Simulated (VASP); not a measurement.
Al5InAs5P (an interface model):

```
In Al P As
1.0
     2.93900    2.93900    0.00000
    -2.93900    2.93900    0.00000
     0.00000    0.00000   16.74192
In Al P As
1 5 1 5
Direct
  0.02904 0.99990 0.99175
  0.03085 0.97459 0.33145
  0.00425 0.99421 0.67239
  0.50538 0.48831 0.17661
  0.50868 0.47657 0.50405
  0.46925 0.45137 0.83226
  0.48224 0.01954 0.08791
  0.53647 0.00674 0.41929
  0.48697 0.94859 0.74882
  0.98415 0.52562 0.25771
  0.97785 0.50535 0.58214
  0.98311 0.52241 0.91183
```

Base run:

| Property | Result |
| --- | --- |
| Program | VASP 6.6.1 |
| Functional | PBEsol |
| Dispersion | D3(BJ) |
| Potentials or basis | VASP PAW PBE potentials, release 64 (In_d, Al, P, As) |
| Cutoff | 520 eV |
| k mesh | 4 × 4 × 1 |
| Occupations | fermi-dirac, width 0.05 eV |
| Spin | no spin polarisation |

Its results: band gap on the k mesh 0.77 eV, direct; pressure -3.0 GPa; largest force 2.935 eV/Å.

Task: The run is repeated on the same cell with these changes: dispersion from D3(BJ) to none; further incar settings from ALGO = Normal; EDIFF = 1e-07; NBANDS = 41 to ALGO = Normal; EDIFF = 1e-06; NBANDS = 41. What comes out?

Result: Band gap on the k mesh 0.77 eV, direct; pressure -1.2 GPa; largest force 2.934 eV/Å.

Caveats: the PAW data sets were made with another functional, which shifts forces and pressure a little; spin-orbit coupling is left out, which moves the levels of the heavy elements.

A k mesh can miss the band edges.
